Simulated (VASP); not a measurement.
# NaI (Fm-3m) in VASP: further runs

Runs on NaI. Level: PBEsol. Tasks: elastic constants.

Everything below comes from runs of VASP 6.6.1. Logs are shortened: lines on timing, memory, paths and dates and some standing lists are left out, and cuts for length are marked.

## 1. The cell of the first run

Symmetry: Fm-3m, No. 225, cubic system. Conventional cell: a = 6.017 Å, b = 6.017 Å, c = 6.017 Å, α = 90.00°, β = 90.00°, γ = 90.00°. Within 4.0 Å of Na (site symmetry m-3m) lie 6 I at 3.01 Å. Within 4.0 Å of I (site symmetry m-3m) lie 6 Na at 3.01 Å.

## 2. Elastic constants, PBEsol

INCAR

```
SYSTEM = NaI
  PREC = Accurate
  ENCUT = 600
  EDIFF = 1E-8
  ISMEAR = 0
  SIGMA = 0.01
  LREAL = .False.
  LASPH = .True.
  NELM = 60
  ALGO = Normal
  ISIF = 3
  LWAVE = .False.
  LCHARG = .True.
  GGA = PS
  IBRION = 6
  NFREE = 2
  POTIM = 0.015
  NSW = 1
```

KPOINTS

```
regular mesh
0
Gamma
  6 6 6
  0 0 0
```

POSCAR

```
NaI
1.0
    0.0000000000      3.0086063350      3.0086063350
    3.0086063350      0.0000000000      3.0086063350
    3.0086063350      3.0086063350      0.0000000000
Na I
1 1
Direct
    0.0000000000      0.0000000000      0.0000000000
    0.5000000000      0.5000000000      0.5000000000
```

Potentials or basis: VASP PAW PBE potentials, release 64 (Na_pv, I).

The run is started by

```sh
> cat potpaw_PBE.64/Na_pv/POTCAR potpaw_PBE.64/I/POTCAR > POTCAR
> mpirun -np 1 vasp_std > vasp.out
```

OUTCAR:

```text
SYSTEM = NaI
   PREC = Accurate
   ENCUT = 600
   EDIFF = 1E-8
   ISMEAR = 0
   LREAL = .False.
   LASPH = .True.
   NELM = 60
   ISIF = 3
   GGA = PS
   IBRION = 6
   NFREE = 2
   POTIM = 0.015
   NSW = 1

 ion  position               nearest neighbor table
   1  0.000  0.000  0.000-   2 3.01   2 3.01   2 3.01   2 3.01   2 3.01   2 3.01
   2  0.500  0.500  0.500-   1 3.01   1 3.01   1 3.01   1 3.01   1 3.01   1 3.01

  LATTYP: Found a face centered cubic cell.
 ALAT       =     6.0172126700

  Lattice vectors:

 A1 = (   0.0000000000,   3.0086063350,   3.0086063350)
 A2 = (   3.0086063350,   0.0000000000,   3.0086063350)
 A3 = (   3.0086063350,   3.0086063350,   0.0000000000)

Analysis of symmetry for initial positions (statically):
=====================================================================
 Subroutine PRICEL returns:
 Original cell was already a primitive cell.

 Routine SETGRP: Setting up the symmetry group for a
 face centered cubic supercell.

 Subroutine GETGRP returns: Found 48 space group operations
 (whereof 48 operations were pure point group operations)
 out of a pool of 48 trial point group operations.

The static configuration has the point symmetry O_h .

Analysis of symmetry for dynamics (positions and initial velocities):
=====================================================================
 Subroutine PRICEL returns:
 Original cell was already a primitive cell.

 Routine SETGRP: Setting up the symmetry group for a
 face centered cubic supercell.

 Subroutine GETGRP returns: Found 48 space group operations
 (whereof 48 operations were pure point group operations)
 out of a pool of 48 trial point group operations.

The dynamic configuration has the point symmetry O_h .

 Subroutine INISYM returns: Found 48 space group operations
 (whereof 48 operations are pure point group operations),
 and found     1 'primitive' translations

----------------------------------------------------------------------------------------

                                     Primitive cell

  volume of cell :      54.4661

  direct lattice vectors                    reciprocal lattice vectors
     0.000000000  3.008606335  3.008606335    -0.166189905  0.166189905  0.166189905
     3.008606335  0.000000000  3.008606335     0.166189905 -0.166189905  0.166189905
     3.008606335  3.008606335  0.000000000     0.166189905  0.166189905 -0.166189905

  length of vectors
     4.254811883  4.254811883  4.254811883     0.287849359  0.287849359  0.287849359

  position of ions in fractional coordinates (direct lattice)
     0.000000000  0.000000000  0.000000000
     0.500000000  0.500000000  0.500000000

  ion indices of the primitive-cell ions
   primitive index   ion index
                 1           1
                 2           2

----------------------------------------------------------------------------------------

 KPOINTS: regular mesh

Automatic generation of k-mesh.
 Grid dimensions read from file:
 generate k-points for:    6    6    6

 Generating k-lattice:
[... 101 lines left out ...]
  free energy    TOTEN  =        -5.52020518 eV

  energy without entropy =       -5.52020518  energy(sigma->0) =       -5.52020518

------------------------ aborting loop because EDIFF is reached ----------------------------------------

  FORCE on cell =-STRESS in cart. coord.  units (eV):
  Direction    XX          YY          ZZ          XY          YZ          ZX
  --------------------------------------------------------------------------------------
  -------------------------------------------------------------------------------------
  Total        1.7172872      1.7172872      1.7172872      0.0000000      0.0000000     -0.0000000
  in kB       50.5158229     50.5158229     50.5158229      0.0000000      0.0000000     -0.0000000
  external PRESSURE =      50.5158229 kB  Pullay stress =       0.0000000 kB
[... 89 lines left out ...]
  FREE ENERGIE OF THE ION-ELECTRON SYSTEM (eV)
  ---------------------------------------------------
  free  energy   TOTEN  =        -5.4909707266 eV

  energy  without entropy=       -5.4909707266  energy(sigma->0) =       -5.49097073

[... ionic steps 4 to 14 ...]

--------------------------------------- Ionic step       15  -------------------------------------------

 number of electron      14.0000003 magnetization

------------------------ aborting loop because EDIFF is reached ----------------------------------------
[... 67 lines left out ...]
--------------------------------------- Ionic step       17  -------------------------------------------

 number of electron      14.0000007 magnetization

 Free energy of the ion-electron system (eV)
  ---------------------------------------------------
  ext. energy  EPLUGINS =         0.00000000
  ---------------------------------------------------
  free energy    TOTEN  =        -5.51994098 eV

  energy without entropy =       -5.51994098  energy(sigma->0) =       -5.51994098

 E-fermi :   2.5280     XC(G=0):  -8.7690

 val. band max:        2.4739822088   @ k =   0.0000   0.0000   0.0000
 cond. band min:       6.6650368562   @ k =   0.0000   0.0000   0.0000
 fundamental gap:      4.1910546475
 Fermi energy:         2.5279972555

 k-point     1 :       0.0000    0.0000    0.0000
  band No.  band energies     occupation
      1     -19.6605      2.00000
      2     -19.6605      2.00000
      3     -19.6605      2.00000
      4      -9.2935      2.00000
      5       2.4739      2.00000
      6       2.4740      2.00000
      7       2.4740      2.00000
      8       6.6650      0.00000
      9      10.2447      0.00000
     10      10.2447      0.00000
     11      10.2447      0.00000
[... 309 lines left out ...]
 k-point    24 :       0.0000   -0.3333    0.3333
  band No.  band energies     occupation
      1     -19.6712      2.00000
      2     -19.6692      2.00000
      3     -19.6629      2.00000
      4      -8.5776      2.00000
      5       0.1703      2.00000
      6       0.3124      2.00000
      7       1.6948      2.00000
      8       7.9628      0.00000
      9      10.1880      0.00000
     10      11.1265      0.00000
     11      11.6755      0.00000

 [... further k-points ...]

------------------------ aborting loop because EDIFF is reached ----------------------------------------

  FORCE on cell =-STRESS in cart. coord.  units (eV):
  Direction    XX          YY          ZZ          XY          YZ          ZX
  --------------------------------------------------------------------------------------
  -------------------------------------------------------------------------------------
  Total        1.7205060      1.7169577      1.7169577     -0.0000000      0.0000000      0.0000000
  in kB       50.6105073     50.5061295     50.5061295     -0.0000000      0.0000000      0.0000000
  external PRESSURE =      50.5409221 kB  Pullay stress =       0.0000000 kB
[... 17 lines left out ...]
  FREE ENERGIE OF THE ION-ELECTRON SYSTEM (eV)
  ---------------------------------------------------
  free  energy   TOTEN  =        -5.5199409824 eV

  energy  without entropy=       -5.5199409824  energy(sigma->0) =       -5.51994098

 INTERNAL STRAIN TENSORS FROM STRAINED CELLS
 ============================================

 INTERNAL STRAIN TENSOR FOR ION    1 for displacements in x,y,z  (eV/Angst):
          X           Y           Z          XY          YZ          ZX
  --------------------------------------------------------------------------------
  x     0.00000     0.00000    -0.00000    -0.00000     0.00000    -0.00000
  y    -0.00000    -0.00000     0.00000    -0.00000     0.00000    -0.00000
  z     0.00000    -0.00000     0.00000     0.00000    -0.00000     0.00000

 INTERNAL STRAIN TENSORS FROM DISPLACED ATOMS
 ============================================

 INTERNAL STRAIN TENSOR FOR ION    1 for displacements in x,y,z  (eV/Angst):
          X           Y           Z          XY          YZ          ZX
  --------------------------------------------------------------------------------
  x     0.00000     0.00000     0.00000     0.00000     0.00000     0.00000
  y     0.00000     0.00000     0.00000     0.00000     0.00000     0.00000
  z     0.00000     0.00000     0.00000     0.00000     0.00000     0.00000

 INTERNAL STRAIN TENSOR FOR ION    2 for displacements in x,y,z  (eV/Angst):
          X           Y           Z          XY          YZ          ZX
  --------------------------------------------------------------------------------
  x     0.00000     0.00000     0.00000     0.00000     0.00000     0.00000
  y     0.00000     0.00000     0.00000     0.00000     0.00000     0.00000
  z     0.00000     0.00000     0.00000     0.00000     0.00000     0.00000

 Eigenvectors and eigenvalues of the dynamical matrix
 ----------------------------------------------------

   1 f  =    5.445009 THz    34.212002 2PiTHz  181.625960 cm-1    22.518739 meV
             X         Y         Z           dx          dy          dz
      0.000000  0.000000  0.000000     0.000000    0.000000   -0.920575
      3.008606  3.008606  3.008606    -0.000000    0.000000    0.390565
[... 21 lines left out ...]
   6 f/i=    0.006308 THz     0.039632 2PiTHz    0.210402 cm-1     0.026086 meV
             X         Y         Z           dx          dy          dz
      0.000000  0.000000  0.000000    -0.325953    0.214195    0.020402
      3.008606  3.008606  3.008606    -0.768283    0.504865    0.048088

--------------------------------------------------------------------------------------------------------

 ELASTIC MODULI CONTR FROM IONIC RELAXATION (kBar)
 Direction    XX          YY          ZZ          XY          YZ          ZX
 --------------------------------------------------------------------------------
 XX           0.0000      0.0000      0.0000      0.0000      0.0000      0.0000
 YY           0.0000      0.0000      0.0000      0.0000      0.0000      0.0000
 ZZ           0.0000      0.0000      0.0000      0.0000      0.0000      0.0000
 XY           0.0000      0.0000      0.0000      0.0000      0.0000      0.0000
 YZ           0.0000      0.0000      0.0000      0.0000      0.0000      0.0000
 ZX           0.0000      0.0000      0.0000      0.0000      0.0000      0.0000
 --------------------------------------------------------------------------------

 TOTAL ELASTIC MODULI (kBar)
 Direction    XX          YY          ZZ          XY          YZ          ZX
 --------------------------------------------------------------------------------
 XX         812.3813    101.5207    101.5207      0.0000     -0.0000      0.0000
 YY         101.5207    812.3813    101.5207      0.0000      0.0000      0.0000
 ZZ         101.5207    101.5207    812.3813      0.0000     -0.0000      0.0000
 XY           0.0000      0.0000      0.0000     78.6219     -0.0000      0.0000
 YZ          -0.0000      0.0000     -0.0000     -0.0000     78.6219      0.0000
 ZX           0.0000      0.0000      0.0000      0.0000      0.0000     78.6219
 --------------------------------------------------------------------------------
```

It took 3.8 min on 1 thread of Intel Xeon 6975P-C (Granite Rapids), shared host; peak memory 0.27 GiB.

Results:

```
Elastic constants C11, C12, C44                         : 81, 10, 8 GPa
Voigt bulk modulus                                      : 34 GPa
Highest phonon frequency at Γ, LO-TO splitting left out : 182 cm⁻¹
```

Phonon frequencies in cm⁻¹ (negative: imaginary):
```
              q point        frequencies
(0.000, 0.000, 0.000)  0 0 0 182 182 182
```

Elastic tensor in Voigt notation (GPa, in the Cartesian axes of the cell as first typed):
```
81 10 10  0  0  0
10 81 10  0  0  0
10 10 81  0  0  0
 0  0  0  8  0  0
 0  0  0  0  8  0
 0  0  0  0  0  8
```

Clamped-ion elastic tensor (GPa):
```
81 10 10  0  0  0
10 81 10  0  0  0
10 10 81  0  0  0
 0  0  0  8  0  0
 0  0  0  0  8  0
 0  0  0  0  0  8
```

Caveat: the cell is under stress, which shifts elastic constants; the PAW data sets were made with another functional, which shifts forces and pressure a little; spin-orbit coupling is left out, which moves the levels of the heavy elements.

## 3. Elastic constants, PBEsol

This run uses another cell than the first one, of 32.78 Å³/atom.

INCAR

```
SYSTEM = NaI
PREC     = Accurate       ! precision mode
ENCUT    = 600            ! plane-wave cutoff, eV
EDIFF    = 1E-8           ! SCF threshold, eV
ISMEAR   = 0              ! smearing method
SIGMA    = 0.01           ! smearing width, eV
LREAL    = .False.        ! projectors in reciprocal space
LASPH    = .True.         ! aspherical terms in the spheres
NELM     = 80             ! most SCF steps
ALGO     = Normal         ! electronic algorithm
ISIF     = 3              ! what is computed and relaxed
LWAVE    = .False.        ! write WAVECAR
LCHARG   = .True.         ! write CHGCAR
GGA      = PS             ! functional
IBRION   = 6              ! ionic algorithm
NFREE    = 2            
POTIM    = 0.015          ! step
NSW      = 1              ! ionic steps
```

KPOINTS is that of step 2.

POSCAR

```
NaI
1.0
    0.0000000000      3.2002576574      3.2002576574
    3.2002576574      0.0000000000      3.2002576574
    3.2002576574      3.2002576574      0.0000000000
Na I
1 1
Direct
    0.0000000000      0.0000000000      0.0000000000
    0.5000000000      0.5000000000      0.5000000000
```

Potentials or basis: VASP PAW PBE potentials, release 64 (Na_pv, I).

The run is started by

```sh
> cat potpaw_PBE.64/Na_pv/POTCAR potpaw_PBE.64/I/POTCAR > POTCAR
> mpirun -np 1 vasp_std > vasp.out
```

It took 3.8 min on 1 thread of Intel Xeon 6975P-C (Granite Rapids), shared host; peak memory 0.29 GiB.

Results (log left out):

- Elastic constants C11, C12, C44: 37, 8, 7 GPa
- Voigt bulk modulus: 17 GPa
- Highest phonon frequency at Γ, LO-TO splitting left out: 120 cm⁻¹

Phonon frequencies in cm⁻¹ (negative: imaginary):
```
              q point        frequencies
(0.000, 0.000, 0.000)  0 0 0 120 120 120
```

Elastic tensor in Voigt notation (GPa, in the Cartesian axes of the cell as first typed):
```
37  8  8  0  0  0
 8 37  8  0  0  0
 8  8 37  0  0  0
 0  0  0  7  0  0
 0  0  0  0  7  0
 0  0  0  0  0  7
```

Clamped-ion elastic tensor (GPa):
```
37  8  8  0  0  0
 8 37  8  0  0  0
 8  8 37  0  0  0
 0  0  0  7  0  0
 0  0  0  0  7  0
 0  0  0  0  0  7
```

Caveat: the PAW data sets were made with another functional, which shifts forces and pressure a little; spin-orbit coupling is left out, which moves the levels of the heavy elements.

## 4. Elastic constants, PBEsol

This run uses another cell than the first one, of 32.78 Å³/atom.

INCAR

```
PREC     = Accurate       # precision mode
ENCUT    = 600            # plane-wave cutoff, eV
EDIFF    = 1E-8           # SCF threshold, eV
ISMEAR   = 0              # smearing method
SIGMA    = 0.01           # smearing width, eV
LREAL    = F              # projectors in reciprocal space
LASPH    = T              # aspherical terms in the spheres
NELM     = 60             # most SCF steps
ALGO     = Normal         # electronic algorithm
ISIF     = 3              # what is computed and relaxed
LWAVE    = F              # write WAVECAR
LCHARG   = F              # write CHGCAR
GGA      = PS             # functional
IBRION   = 6              # ionic algorithm
NFREE    = 2            
POTIM    = 0.015          # step
NSW      = 1              # ionic steps
```

KPOINTS

```
Automatic mesh
0
Gamma
  6 6 6
```

POSCAR is that of step 3.

The run is started by

```sh
> cat potpaw_PBE.64/Na_pv/POTCAR potpaw_PBE.64/I/POTCAR > POTCAR
> mpirun -np 1 vasp_std > vasp.out
```

Run time: 3.3 min. Hardware: 1 thread of Intel Xeon 6975P-C (Granite Rapids), shared host; peak memory 0.29 GiB.

It converged, with:

| Property | Result |
| --- | --- |
| Elastic constants C11, C12, C44 | 37, 8, 7 GPa |
| Voigt bulk modulus | 17 GPa |
| Highest phonon frequency at Γ, LO-TO splitting left out | 120 cm⁻¹ |

Phonon frequencies in cm⁻¹ (negative: imaginary):
| q point | frequencies |
| --- | --- |
| (0.000, 0.000, 0.000) | 0 0 0 120 120 120 |

Elastic tensor in Voigt notation (GPa, in the Cartesian axes of the cell as first typed):
```
37  8  8  0  0  0
 8 37  8  0  0  0
 8  8 37  0  0  0
 0  0  0  7  0  0
 0  0  0  0  7  0
 0  0  0  0  0  7
```

Clamped-ion elastic tensor (GPa):
```
37  8  8  0  0  0
 8 37  8  0  0  0
 8  8 37  0  0  0
 0  0  0  7  0  0
 0  0  0  0  7  0
 0  0  0  0  0  7
```

Caveat: the PAW data sets were made with another functional, which shifts forces and pressure a little; spin-orbit coupling is left out, which moves the levels of the heavy elements.
